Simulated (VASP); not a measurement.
Runs of VASP 6.6.1 on Li2RhN2. The structure is that of space group P-3m1 (No. 164), or close to it. The cells are those of the table. 

```tsv
cell	gap on the mesh (eV)	largest force (eV/Å)
a = 3.285, b = 3.285, c = 5.176 Å, angles 90.0, 90.0, 120.0°, 5 atoms	none	0.41
a = 3.264, b = 3.264, c = 5.143 Å, angles 90.0, 90.0, 120.0°, 5 atoms	none	0.31
a = 3.243, b = 3.243, c = 5.110 Å, angles 90.0, 90.0, 120.0°, 5 atoms	none	0.21
a = 3.200, b = 3.200, c = 5.042 Å, angles 90.0, 90.0, 120.0°, 5 atoms	none	(b)
a = 3.178, b = 3.178, c = 5.007 Å, angles 90.0, 90.0, 120.0°, 5 atoms	none	(a)
a = 3.156, b = 3.156, c = 4.972 Å, angles 90.0, 90.0, 120.0°, 5 atoms	none	0.34
a = 3.221, b = 3.221, c = 5.076 Å, angles 90.0, 90.0, 120.0°, 5 atoms	none	0.09
```

Alike in all rows: task single point; level PBE; potentials or basis VASP PAW PBE potentials, release 64 (Li_sv, Rh_pv, N); no spin polarisation; k mesh 8 × 8 × 5; cutoff (eV) 520; smearing fermi-dirac 0.05 eV.

Problem. Estimate the missing entries.

Solution. (a) 0.18; (b) 0.04.

A k mesh can miss the band edges, and the runs leave out spin-orbit coupling on Rh.

A gap of «none» marks levels without a gap at the run's occupations.
